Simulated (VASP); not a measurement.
Wanted: the native input for a VASP 6.6.1 run.

```
Task                   : relaxation of cell and atoms
Functional             : PBEsol
Potentials or basis    : VASP PAW PBE potentials, release 64 (Pd)
Cutoff                 : 600 eV
k mesh                 : 12 × 12 × 12
Occupations            : fermi-dirac, width 0.05 eV
Spin                   : no spin polarisation
Target pressure        : 10 GPa
Dipole correction      : no
Further INCAR settings : ALGO = Fast; EDIFF = 1e-06; IBRION = 2; EDIFFG = -0.01; NSW = 60; ISIF = 3
```

The structure of Pd lies in POSCAR:

```
Pd
1.0
    0.0000000000      1.9465000000      1.9465000000
    1.9465000000      0.0000000000      1.9465000000
    1.9465000000      1.9465000000      0.0000000000
Pd
1
Direct
    0.0000000000      0.0000000000      0.0000000000
```

The input as run:

INCAR

```
SYSTEM = Pd
PREC = Accurate ; ENCUT = 600
EDIFF = 1E-6 ; ISMEAR = -1
SIGMA = 0.05 ; LREAL = .FALSE.
LASPH = .TRUE. ; NELM = 60
ALGO = Fast ; ISIF = 3
LWAVE = .FALSE. ; LCHARG = .FALSE.
GGA = PS ; IBRION = 2
NSW = 60 ; EDIFFG = -0.01
PSTRESS = 100.0
```

KPOINTS

```
Automatic mesh
0
G
  12 12 12
  0 0 0
```

Potentials or basis: VASP PAW PBE potentials, release 64 (Pd).

The run is started by

```sh
$ cat potpaw_PBE.64/Pd/POTCAR > POTCAR
$ mpirun -np 1 vasp_std > vasp.out
```

Results of the run:

```json
{
 "Relaxed volume": "13.90 Å³/atom",
 "Relaxed cell": "a = 2.699 Å, b = 2.699 Å, c = 2.699 Å, α = 60.00°, β = 60.00°, γ = 60.00°",
 "Space group after relaxing (to 0.05 Å)": "Fm-3m (No. 225)",
 "Energy change on relaxing (the enthalpy is what falls)": "+15.3 meV/atom",
 "Ionic steps": "4",
 "Pressure after relaxing": "9.9 GPa",
 "Band gap on the k mesh": "zero (band 5 reaches 10.98 eV, above the bottom of band 6 at 9.23 eV)"
}
```

Caveat: the cell is relaxed towards a set pressure, so the enthalpy falls and the energy may rise; the PAW data sets were made with another functional, which shifts forces and pressure a little.

It took 52 s on 1 thread of Intel Xeon 8259CL (shared host), peak memory 0.15 GiB.
